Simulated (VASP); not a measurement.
Co:

```
CELL_PARAMETERS angstrom
2.47200 0.00000 0.00000
-1.23600 2.14081 0.00000
0.00000 0.00000 4.02114
ATOMIC_POSITIONS crystal
Co 0.66667 0.33333 0.75000
Co 0.33333 0.66667 0.25000
```

Base run:

```yaml
Program: VASP 6.6.1
Functional: PBE
Potentials_or_basis: VASP PAW PBE potentials, release 64 (Co_sv)
Cutoff: 690 eV
k_mesh: 10 × 10 × 6
Occupations: fermi-dirac, width 0.05 eV
Spin: collinear spin, ferromagnetic start
Starting_moments: "[1.5, 1.5] μB"
Fixed_moment: 3 μB
```

Its results: pressure 1.1 GPa; site moments Co +1.57 μB.

Problem. After a change of settings the same cell gave: pressure -8.5 GPa; site moments Co +1.56 μB. Which change was it?
A. fixed moment from 3 μB to 6 μB; moments at the start from [1.5, 1.5] to [3.0, 3.0]
B. fixed moment from 3 μB to 5 μB; moments at the start from [1.5, 1.5] to [2.5, 2.5]
C. functional from PBE to PBEsol

Solution. C.

PBEsol binds more tightly than PBE, so the same cell stands under less pressure.

Caveats: the total moment is fixed, so each spin has its own Fermi level and the state may be an excited one; the cell stands under tension (at least some runs); the PAW data sets were made with another functional, which shifts forces and pressure a little (at least some runs).
